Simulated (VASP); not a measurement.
Here is a VASP 6.6.1 calculation.

INCAR

```
SYSTEM = InP
ALGO = Normal
EDIFF = 1E-6
ENCUT = 520
GGA = CA
ISIF = 2
ISMEAR = 0
LASPH = .True.
LCHARG = .True.
LELF = .True.
LREAL = .False.
LVHAR = .True.
LWAVE = .False.
NBANDS = 16
NELM = 60
PREC = Accurate
SIGMA = 0.01
```

Contents of KPOINTS:

```
k-points
0
Gamma
  8 8 8
  0 0 0
```

Contents of POSCAR:

```
InP
1.0
    2.8990910621      2.8990910621      0.0000000000
   -2.8990910621      2.8990910621      0.0000000000
    0.0000000000      2.8990910621      2.9224003370
In P
1 1
Direct
    0.0000000000      0.0000000000      0.0000000000
    0.7500000000      0.2500000000      0.5000000000
```

Potentials or basis: VASP PAW LDA potentials, release 64 (In_d, P).

The run is started by

```bash
$ cat potpaw_LDA.64/In_d/POTCAR potpaw_LDA.64/P/POTCAR > POTCAR
$ mpirun -np 1 vasp_std > vasp.out
```

**Question.** Estimate the band gap on the k mesh.

**Answer.** 0.63 eV, direct.

**Question.** What does it give for the pressure?

**Answer.** 0.5 GPa.

Stress tensor (GPa, compression positive):
```
0.62 0.00 0.00
0.00 0.62 0.00
0.00 0.00 0.26
```

Caveat: the cell differs from its parent crystal (in-plane strain -0.005); spin-orbit coupling is left out, which moves the levels of the heavy elements.
